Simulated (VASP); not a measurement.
# W (I4/mmm) in VASP: further runs

Runs on W. Level: r2SCAN. Tasks: single point.

Program: VASP 6.6.1. These are calculated values, not measurements. Logs are shortened: lines on timing, memory, paths and dates and some standing lists are left out, and cuts for length are marked.

## 1. The cell of the first run

The structure is tetragonal, space group I4/mmm (No. 139). The conventional cell has a = 3.176 Å, b = 3.176 Å, c = 3.137 Å, α = 90.00°, β = 90.00°, γ = 90.00°. W (site symmetry 4/mmm) has 14 W at 2.74 to 3.18 Å within 3.6 Å.

## 2. Single point, r2SCAN (uniaxial strain along a: -1.0 %)

The input, POSCAR:

```
W
1.0
    3.1367170597      0.0000000000      0.0000000000
    0.0000000000      3.1763220731      0.0000000000
    0.0000000000      0.0000000000      3.1763220731
W
2
Direct
    0.0000000000      0.0000000000      0.0000000000
    0.5000000000      0.5000000000      0.5000000000
```

The input, INCAR.step1:

```
ALGO = Normal
EDIFF = 1E-4
ENCUT = 520
GGA = PE
ISMEAR = 0
LASPH = T
LCHARG = F
LREAL = F
LWAVE = T
NBANDS = 21
NELM = 60
PREC = Accurate
SIGMA = 0.1
```

The input, INCAR.step2:

```
ALGO = Normal
EDIFF = 1E-7
ENCUT = 520
ISIF = 2
ISMEAR = 0
ISTART = 1
LASPH = T
LCHARG = T
LELF = T
LMIXTAU = T
LREAL = F
LVHAR = T
LWAVE = F
METAGGA = R2SCAN
NBANDS = 21
NELM = 60
PREC = Accurate
SIGMA = 0.1
```

The input, KPOINTS:

```
k-points
0
Gamma
  16 16 16
```

Potentials or basis: VASP PAW PBE potentials, release 64 (W_sv).

Run with:

```console
$ cat potpaw_PBE.64/W_sv/POTCAR > POTCAR
$ cp INCAR.step1 INCAR
$ mpirun -np 1 vasp_std > vasp.out
$ cp INCAR.step2 INCAR
$ mpirun -np 1 vasp_std > vasp.out
```

OUTCAR:

```text
EDIFF = 1E-7
   ENCUT = 520
   ISIF = 2
   ISMEAR = 0
   ISTART = 1
   LASPH = T
   LREAL = F
   METAGGA = R2SCAN
   NELM = 60
   PREC = Accurate

 ion  position               nearest neighbor table
   1  0.000  0.000  0.000-   2 2.74   2 2.74   2 2.74   2 2.74   2 2.74   2 2.74   2 2.74   2 2.74

   2  0.500  0.500  0.500-   1 2.74   1 2.74   1 2.74   1 2.74   1 2.74   1 2.74   1 2.74   1 2.74

  LATTYP: Found a simple tetragonal cell.
 ALAT       =     3.1763220731
 C/A-ratio  =     0.9875311721

  Lattice vectors:

 A1 = (   0.0000000000,   3.1763220731,   0.0000000000)
 A2 = (   0.0000000000,   0.0000000000,   3.1763220731)
 A3 = (   3.1367170597,   0.0000000000,   0.0000000000)

Analysis of symmetry for initial positions (statically):
=====================================================================
 Subroutine PRICEL returns following result:

  LATTYP: Found a body centered tetragonal cell.
 ALAT       =     3.1763220731
 C/A-ratio  =     0.9875311721

  Lattice vectors:

 A1 = (  -1.5683585299,   1.5881610365,   1.5881610365)
 A2 = (  -1.5683585299,  -1.5881610366,  -1.5881610366)
 A3 = (   1.5683585299,  -1.5881610365,   1.5881610366)

   2 primitive cells build up your supercell.

 Routine SETGRP: Setting up the symmetry group for a
 simple tetragonal supercell.

 Subroutine GETGRP returns: Found 16 space group operations
 (whereof 16 operations were pure point group operations)
 out of a pool of 16 trial point group operations.

The static configuration has the point symmetry D_4h.

Analysis of symmetry for dynamics (positions and initial velocities):
=====================================================================
 Subroutine PRICEL returns following result:

  LATTYP: Found a body centered tetragonal cell.
 ALAT       =     3.1763220731
 C/A-ratio  =     0.9875311721

  Lattice vectors:

 A1 = (  -1.5683585299,   1.5881610365,   1.5881610365)
 A2 = (  -1.5683585299,  -1.5881610366,  -1.5881610366)
 A3 = (   1.5683585299,  -1.5881610365,   1.5881610366)

   2 primitive cells build up your supercell.

 Routine SETGRP: Setting up the symmetry group for a
 simple tetragonal supercell.
[... 87 lines left out ...]
   total plane-waves  NPLWV =  13824
   dimension x,y,z NGX =    24 NGY =   24 NGZ =   24
   dimension x,y,z NGXF=    48 NGYF=   48 NGZF=   48
   ions per type =               2
   NGX,Y,Z   is equivalent  to a cutoff of  12.72, 12.56, 12.56 a.u.
   NGXF,Y,Z  is equivalent  to a cutoff of  25.44, 25.12, 25.12 a.u.
 SYSTEM =  unknown system
   PREC   = accura    normal or accurate (medium, high low for compatibility)
   ISTART =      1    job   : 0-new  1-cont  2-samecut
   ICHARG =      0    charge: 1-file 2-atom 10-const
   ISPIN  =      1    spin polarized calculation?
   LNONCOLLINEAR =      F non collinear calculations
   LSORBIT =      F    spin-orbit coupling
   LASPH  =      T    aspherical Exc in radial PAW
   ENCUT  =  520.0 eV  38.22 Ry    6.18 a.u.   5.83  5.91  5.91*2*pi/ulx,y,z
   NELM   =     60;   NELMIN=  2; NELMDL=  0     # of ELM steps
   EDIFF  = 0.1E-06   stopping-criterion for ELM
   LREAL  =      F    real-space projection
   EDIFFG = 0.1E-05   stopping-criterion for IOM
   NSW    =      0    number of steps for IOM
   IBRION =     -1    ionic relax: 0-MD 1-quasi-New 2-CG
   NFREE  =      0    steps in history (QN), initial steepest desc. (CG)
   ISIF   =      2    stress and relaxation
   ISYM   =      2    0-nonsym 1-usesym 2-fastsym
   POTIM  = 0.5000    time-step for ionic-motion
   TEBEG  =    0.0;   TEEND  =   0.0 temperature during run
   PSTRESS=    0.0 pullay stress
   NELECT =      28.0000    total number of electrons
   NUPDOWN=      -1.0000    fix difference up-down
   EMIN   =  10.00;   EMAX   =-10.00  energy-range for DOS
   EFERMI =   0.00;   METHOD = LEGACY
   ISMEAR =     0;   SIGMA  =   0.10  broadening in eV -4-tet -1-fermi 0-gaus
   EFERMI_NEDOS =   21; number of points for ismear=-14 and -15
   IALGO  =     38    algorithm
   IMIX   =      4    mixing-type and parameters
     AMIX     =   0.40;   BMIX     =  1.00
     AMIX_MAG =   1.60;   BMIX_MAG =  1.00
  volume/ion in A,a.u.               =      15.82       106.78
  Fermi-wavevector in a.u.,A,eV,Ry     =   1.571639  2.969966 33.607045  2.470048
  Thomas-Fermi vector in A             =   2.673193
   LORBIT       =      0    0 simple, 1 ext, 2 COOP (PROOUT), +10 PAW based schemes
   METAGGA = R2SCAN    functional components
   LHFCALC =     F    Hartree Fock is set to
   AEXX    =    0.0000 exact exchange contribution
   IVDW    =     0    specifies the selected vdW correction
   LEPSILON=     F    determine dielectric tensor
   LRPA    =     F    only Hartree local field effects (RPA)
 non-spin polarized calculation
 Gauss-broadening in eV      SIGMA  =   0.10
  energy-cutoff  :      520.00
  volume of cell :       31.65
 maximum number of plane-waves:       878
 NGX is ok and might be reduce to    24
   NGX = 11   NGY = 11   NGZ = 11

 number of electron      28.0000000 magnetization

 Free energy of the ion-electron system (eV)
  ---------------------------------------------------
  ext. energy  EPLUGINS =         0.00000000
  ---------------------------------------------------
  free energy    TOTEN  =      -102.69690188 eV

  energy without entropy =     -102.69087413  energy(sigma->0) =     -102.69388801

 E-fermi :  11.3462     XC(G=0): -14.9717

 val. band max:       11.3440722490   @ k =   0.3750   0.0625   0.0000
 cond. band min:      11.3465086430   @ k =   0.4375   0.4375   0.0000
 fundamental gap:      0.0024363939
 Fermi energy:        11.3461659768

 k-point     1 :       0.0000    0.0000    0.0000
  band No.  band energies     occupation
      1     -64.7985      2.00000
      2     -64.5336      2.00000
      3     -28.6295      2.00000
      4     -28.6295      2.00000
      5     -28.5911      2.00000
      6     -27.6565      2.00000
[... 565 lines left out ...]
     20      16.9844      0.00000
     21      24.7385      0.00000

 [... further k-points ...]
[... 5 lines left out ...]
  --------------------------------------------------------------------------------------
  -------------------------------------------------------------------------------------
  Total        1.1108239      0.3582053      0.3582053     -0.0000000      0.0000000      0.0000000
  in kB       56.2381987     18.1350260     18.1350260     -0.0000000      0.0000000      0.0000000
  external PRESSURE =      30.8360836 kB  Pullay stress =       0.0000000 kB

 VOLUME and BASIS-vectors are now :
 -----------------------------------------------------------------------------
  energy-cutoff  :      520.00
  volume of cell :       31.65
      direct lattice vectors                 reciprocal lattice vectors
     3.136717060  0.000000000  0.000000000     0.318804655  0.000000000  0.000000000
     0.000000000  3.176322073  0.000000000     0.000000000  0.314829535  0.000000000
     0.000000000  0.000000000  3.176322073     0.000000000  0.000000000  0.314829535

 POSITION                                       TOTAL-FORCE (eV/Angst)
 -----------------------------------------------------------------------------------
      0.00000      0.00000      0.00000        -0.000000     -0.000000      0.000000
      1.56836      1.58816      1.58816         0.000000      0.000000     -0.000000
 -----------------------------------------------------------------------------------
    total drift:                                0.000000      0.000000     -0.000000

  FREE ENERGIE OF THE ION-ELECTRON SYSTEM (eV)
  ---------------------------------------------------
  free  energy   TOTEN  =      -102.6969018838 eV

  energy  without entropy=     -102.6908741291  energy(sigma->0) =     -102.69388801
```

OSZICAR.step1:

```text
N       E                     dE             d eps       ncg     rms          rms(c)
DAV:   1     0.270002996295E+03    0.27000E+03   -0.15745E+04 17082   0.155E+03
DAV:   2    -0.181173764418E+02   -0.28812E+03   -0.28017E+03 18376   0.457E+02
DAV:   3    -0.270431921680E+02   -0.89258E+01   -0.87606E+01 19265   0.795E+01
DAV:   4    -0.271252452761E+02   -0.82053E-01   -0.81983E-01 18582   0.808E+00
DAV:   5    -0.271260662009E+02   -0.82092E-03   -0.82092E-03 19328   0.834E-01    0.297E+01
DAV:   6    -0.261534336609E+02    0.97263E+00   -0.11559E+00 19053   0.106E+01    0.120E+01
DAV:   7    -0.258987408257E+02    0.25469E+00   -0.64813E-01 19492   0.731E+00    0.860E-01
DAV:   8    -0.258908911212E+02    0.78497E-02   -0.11978E-02 17335   0.116E+00    0.145E-01
DAV:   9    -0.258907819404E+02    0.10918E-03   -0.40349E-04 19480   0.184E-01    0.562E-02
DAV:  10    -0.258907666510E+02    0.15289E-04   -0.37867E-05  9306   0.673E-02
   1 F= -.25890767E+02 E0= -.25887460E+02  d E =-.661377E-02
```

Wall time 3.1 min (1 thread of Intel Xeon 6975P-C (Granite Rapids), shared host); peak memory 0.31 GiB.

What came out:

* Free energy: -102.6969 eV
* Pressure: 3.1 GPa
* Band gap on the k mesh: zero (band 14 reaches 11.89 eV, above the bottom of band 15 at 10.66 eV)

Stress tensor (GPa, compression positive):
```
5.62 0.00 0.00
0.00 1.81 0.00
0.00 0.00 1.81
```

Caveat: the cell differs from its parent crystal (uniaxial strain along a: -1.0 %); the PAW data sets were made with another functional, which shifts forces and pressure a little; spin-orbit coupling is left out, which moves the levels of the heavy elements.

## 3. Single point, r2SCAN (uniaxial strain along a: -1.0 %, then relaxed in part)

The input, POSCAR:

```
W
1.0
    3.1367170597      0.0000000000      0.0000000000
    0.0000000000      3.1786075955      0.0000000000
    0.0000000000      0.0000000000      3.1786075955
W
2
Direct
    0.0000000000      0.0000000000      0.0000000000
    0.5000000000      0.5000000000      0.5000000000
```

The input, INCAR.step1:

```
PREC = Accurate
ENCUT = 520
ISMEAR = 0
SIGMA = 0.1
LREAL = False
LASPH = True
NELM = 60
NBANDS = 21
GGA = PE
ALGO = Normal
EDIFF = 1E-4
LWAVE = True
LCHARG = False
```

The input, INCAR.step2:

```
PREC = Accurate
ENCUT = 520
EDIFF = 1E-6
ISMEAR = 0
SIGMA = 0.1
LREAL = False
LASPH = True
NELM = 60
ALGO = Normal
ISIF = 2
LWAVE = False
LCHARG = False
METAGGA = R2SCAN
LMIXTAU = True
NBANDS = 21
ISTART = 1
```

The input, KPOINTS:

```
Automatic mesh
0
Gamma
  16 16 16
```

Potentials or basis: VASP PAW PBE potentials, release 64 (W_sv).

Run with:

```console
$ cat potpaw_PBE.64/W_sv/POTCAR > POTCAR
$ cp INCAR.step1 INCAR
$ mpirun -np 1 vasp_std > vasp.out
$ cp INCAR.step2 INCAR
$ mpirun -np 1 vasp_std > vasp.out
```

Run time: 3 min. Hardware: 1 thread of Intel Xeon 6975P-C (Granite Rapids), shared host; peak memory 0.31 GiB.

Results (log left out):

* Free energy: -102.6974 eV
* Pressure: 2.6 GPa
* Band gap on the k mesh: zero (band 14 reaches 11.86 eV, above the bottom of band 15 at 10.63 eV)

Stress tensor (GPa, compression positive):
```
5.30 0.00 0.00
0.00 1.27 0.00
0.00 0.00 1.27
```

Levels at points of the mesh, in eV from the Fermi level:
| k point | band 10 | band 11 | band 12 | band 13 | band 14 | band 15 | band 16 | band 17 | band 18 | band 19 |
| --- | --- | --- | --- | --- | --- | --- | --- | --- | --- | --- |
| (0.00, 0.00, 0.00) | -6.07 | -6.04 | -1.44 | -1.25 | -1.25 | 2.40 | 2.66 | 5.29 | 5.29 | 5.35 |
| (0.50, 0.00, 0.00) | -5.46 | -2.81 | -2.81 | -0.69 | -0.69 | -0.69 | -0.69 | 1.32 | 1.32 | 4.01 |
| (0.00, 0.50, 0.00) | -5.56 | -2.87 | -2.87 | -0.66 | -0.66 | -0.51 | -0.51 | 1.42 | 1.42 | 3.69 |
| (0.50, 0.50, 0.00) | -6.59 | -3.85 | -3.85 | 0.54 | 0.54 | 2.44 | 2.44 | 3.48 | 3.48 | 6.32 |
| (0.00, 0.50, 0.50) | -6.60 | -3.65 | -3.65 | 0.42 | 0.42 | 2.21 | 2.21 | 3.35 | 3.35 | 6.29 |
| (0.50, 0.50, 0.50) | -3.25 | -3.25 | -3.25 | -3.16 | -3.16 | 3.54 | 3.54 | 3.66 | 3.66 | 7.18 |

Caveat: the cell differs from its parent crystal (uniaxial strain along a: -1.0 %, then relaxed in part); the PAW data sets were made with another functional, which shifts forces and pressure a little; spin-orbit coupling is left out, which moves the levels of the heavy elements.

## 4. Single point, r2SCAN (uniaxial strain along a: +3.0 %, then relaxed in part)

The input, POSCAR:

```
W
1.0
    3.2634531025      0.0000000000      0.0000000000
    0.0000000000      3.1432698557      0.0000000000
    0.0000000000      0.0000000000      3.1432698557
W
2
Direct
    0.0000000000      0.0000000000      0.0000000000
    0.5000000000      0.5000000000      0.5000000000
```

The input, INCAR.step1:

```
PREC     = Accurate       # precision mode
ENCUT    = 520            # plane-wave cutoff, eV
ISMEAR   = 0              # smearing method
SIGMA    = 0.1            # smearing width, eV
LREAL    = F              # projectors in reciprocal space
LASPH    = T              # aspherical terms in the spheres
NELM     = 80             # most SCF steps
NBANDS   = 21             # bands
GGA      = PE             # functional
ALGO     = Normal         # electronic algorithm
EDIFF    = 1E-4           # SCF threshold, eV
LWAVE    = T              # write WAVECAR
LCHARG   = F              # write CHGCAR
```

The input, INCAR.step2:

```
PREC     = Accurate       # precision mode
ENCUT    = 520            # plane-wave cutoff, eV
EDIFF    = 1E-7           # SCF threshold, eV
ISMEAR   = 0              # smearing method
SIGMA    = 0.1            # smearing width, eV
LREAL    = F              # projectors in reciprocal space
LASPH    = T              # aspherical terms in the spheres
NELM     = 80             # most SCF steps
ALGO     = Normal         # electronic algorithm
ISIF     = 2              # what is computed and relaxed
LWAVE    = F              # write WAVECAR
LCHARG   = T              # write CHGCAR
METAGGA  = R2SCAN         # meta-GGA
LMIXTAU  = T            
LELF     = T              # ELF
LVHAR    = T            
NBANDS   = 21             # bands
ISTART   = 1
```

KPOINTS is that of step 3.

Run with:

```console
$ cat potpaw_PBE.64/W_sv/POTCAR > POTCAR
$ cp INCAR.step1 INCAR
$ mpirun -np 1 vasp_std > vasp.out
$ cp INCAR.step2 INCAR
$ mpirun -np 1 vasp_std > vasp.out
```

It took 6.5 min on 1 thread of Oxide Virtual Turin-like, shared host; peak memory 0.28 GiB.

It converged, with:

* Free energy: -102.6724 eV
* Pressure: -2.7 GPa
* Band gap on the k mesh: zero (band 14 reaches 11.73 eV, above the bottom of band 15 at 10.37 eV)

Stress tensor (GPa, compression positive):
```
-10.42   0.00   0.00
  0.00   1.14   0.00
  0.00   0.00   1.14
```

Levels at points of the mesh, in eV from the Fermi level:
| k point | band 11 | band 12 | band 13 | band 14 | band 15 | band 16 | band 17 | band 18 |
| --- | --- | --- | --- | --- | --- | --- | --- | --- |
| (0.00, 0.00, 0.00) | -5.85 | -1.43 | -1.43 | -0.92 | 2.15 | 2.82 | 5.10 | 5.25 |
| (0.50, 0.00, 0.00) | -2.86 | -2.86 | -0.40 | -0.40 | -0.40 | -0.40 | 1.55 | 1.55 |
| (0.00, 0.50, 0.00) | -2.70 | -2.70 | -0.89 | -0.89 | -0.49 | -0.49 | 1.29 | 1.29 |
| (0.50, 0.50, 0.00) | -3.50 | -3.50 | 0.35 | 0.35 | 2.01 | 2.01 | 3.36 | 3.36 |
| (0.00, 0.50, 0.50) | -4.03 | -4.03 | 0.66 | 0.66 | 2.78 | 2.78 | 3.58 | 3.58 |
| (0.50, 0.50, 0.50) | -3.09 | -3.09 | -3.09 | -3.09 | 3.31 | 3.31 | 3.71 | 3.71 |

Caveat: the cell differs from its parent crystal (uniaxial strain along a: +3.0 %, then relaxed in part); the PAW data sets were made with another functional, which shifts forces and pressure a little; spin-orbit coupling is left out, which moves the levels of the heavy elements.

(Continued in part 2 of 2.)
